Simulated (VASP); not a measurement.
A run of VASP 6.6.1 is set up as follows.

Contents of INCAR:

```
SYSTEM = NaTiSe3
ALGO = Normal
EDIFF = 1E-6
EDIFFG = -0.01
ENCUT = 600
GGA = CA
IBRION = 2
ISIF = 3
ISMEAR = -1
LASPH = .TRUE.
LCHARG = .FALSE.
LREAL = .FALSE.
LWAVE = .FALSE.
NELM = 80
NSW = 80
PREC = Accurate
SIGMA = 0.1
```

The input KPOINTS:

```
k-points
0
G
  6 6 6
  0 0 0
```

File POSCAR:

```
NaTiSe3
1.0
    4.3400000000      0.0000000000      0.0000000000
    0.0000000000      4.3400000000      0.0000000000
    0.0000000000      0.0000000000      4.3400000000
Na Ti Se
1 1 3
Direct
    0.0000000000      0.0000000000      0.0000000000
    0.5000000000      0.5000000000      0.5000000000
    0.5000000000      0.5000000000      0.0000000000
    0.0000000000      0.5000000000      0.5000000000
    0.5000000000      0.0000000000      0.5000000000
```

Potentials or basis: VASP PAW LDA potentials, release 64 (Na_pv, Ti_sv, Se).

The run is started by

```console
$ cat potpaw_LDA.64/Na_pv/POTCAR potpaw_LDA.64/Ti_sv/POTCAR potpaw_LDA.64/Se/POTCAR > POTCAR
$ mpirun -np 1 vasp_std > vasp.out
```

**Question.** Estimate the space group after relaxing (to 0.05 Å).

**Answer.** Pm-3m (No. 221).

**Question.** What does it give for the relaxed cell?

**Answer.** a = 4.890 Å, b = 4.890 Å, c = 4.890 Å, α = 90.00°, β = 90.00°, γ = 90.00°.

Final structure:
```
Na Ti Se
1.0
     4.89032    0.00000    0.00000
     0.00000    4.89032    0.00000
     0.00000    0.00000    4.89032
Na Ti Se
1 1 3
Direct
  0.00000 0.00000 0.00000
  0.50000 0.50000 0.50000
  0.50000 0.50000 0.00000
  0.00000 0.50000 0.50000
  0.50000 0.00000 0.50000
```
